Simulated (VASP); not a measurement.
Here is a VASP 6.6.1 calculation.

Contents of POSCAR:

```
CsH
1.0
    0.0000000000      3.1880000000      3.1880000000
    3.1880000000      0.0000000000      3.1880000000
    3.1880000000      3.1880000000      0.0000000000
Cs H
1 1
Direct
    0.0000000000      0.0000000000      0.0000000000
    0.5000000000      0.5000000000      0.5000000000
```

The input INCAR.step1:

```
SYSTEM = CsH
PREC = Accurate
ENCUT = 520
ISMEAR = 0
SIGMA = 0.01
LREAL = .FALSE.
LASPH = .TRUE.
NELM = 100
NBANDS = 12
GGA = PE
ALGO = Normal
EDIFF = 1E-4
LWAVE = .TRUE.
LCHARG = .FALSE.
```

Contents of INCAR.step2:

```
SYSTEM = CsH
PREC = Accurate
ENCUT = 520
EDIFF = 1E-7
ISMEAR = 0
SIGMA = 0.01
LREAL = .FALSE.
LASPH = .TRUE.
NELM = 100
ALGO = Normal
ISIF = 2
LWAVE = .FALSE.
LCHARG = .TRUE.
METAGGA = R2SCAN
LMIXTAU = .TRUE.
LELF = .TRUE.
LVHAR = .TRUE.
NBANDS = 12
ISTART = 1
```

Contents of KPOINTS:

```
regular mesh
0
G
  6 6 6
  0 0 0
```

Potentials or basis: VASP PAW PBE potentials, release 64 (Cs_sv, H).

The run is started by

```sh
$ cat potpaw_PBE.64/Cs_sv/POTCAR potpaw_PBE.64/H/POTCAR > POTCAR
$ cp INCAR.step1 INCAR
$ mpirun -np 1 vasp_std > vasp.out
$ cp INCAR.step2 INCAR
$ mpirun -np 1 vasp_std > vasp.out
```

Task: Estimate the band gap on the k mesh.

Result: 2.66 eV, direct.

Task: What does it give for the pressure?

Result: 0.0 GPa.

Caveat: the PAW data sets were made with another functional, which shifts forces and pressure a little; spin-orbit coupling is left out, which moves the levels of the heavy elements. r2SCAN opens gaps a little over a GGA but as a rule still falls short of measured ones.
